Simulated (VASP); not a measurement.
Runs of VASP 6.6.1 on W. The structure is that of space group Fm-3m (No. 225), or close to it. The cells are those of the table. 

```csv
cell,gap on the mesh (eV),pressure (GPa)
"a = 2.872, b = 2.872, c = 2.785 Å, angles 61.0, 61.0, 58.0°, 1 atom",none,(b)
"a = 2.828, b = 2.828, c = 2.785 Å, angles 60.5, 60.5, 59.0°, 1 atom",none,0.4
"a = 2.828, b = 2.828, c = 2.871 Å, angles 59.5, 59.5, 61.0°, 1 atom",none,(a)
"a = 2.914, b = 2.914, c = 2.871 Å, angles 60.5, 60.5, 59.0°, 1 atom",none,-23.2
"a = 2.785 Å, angles 60.0°, 1 atom",none,10.4
```

Alike in all rows: task single point; level LDA; potentials or basis VASP PAW LDA potentials, release 64 (W_sv); no spin polarisation; k mesh 20 × 20 × 20; cutoff (eV) 520; smearing gaussian 0.15 eV.

**Question.** Fill in the values left out.

**Answer.** (a) -8.6; (b) -8.3.

Caveats: spin-orbit coupling is left out, which moves the levels of the heavy elements.

A k mesh can miss the band edges, and the runs leave out spin-orbit coupling on W.

A gap of «none» marks levels without a gap at the run's occupations.
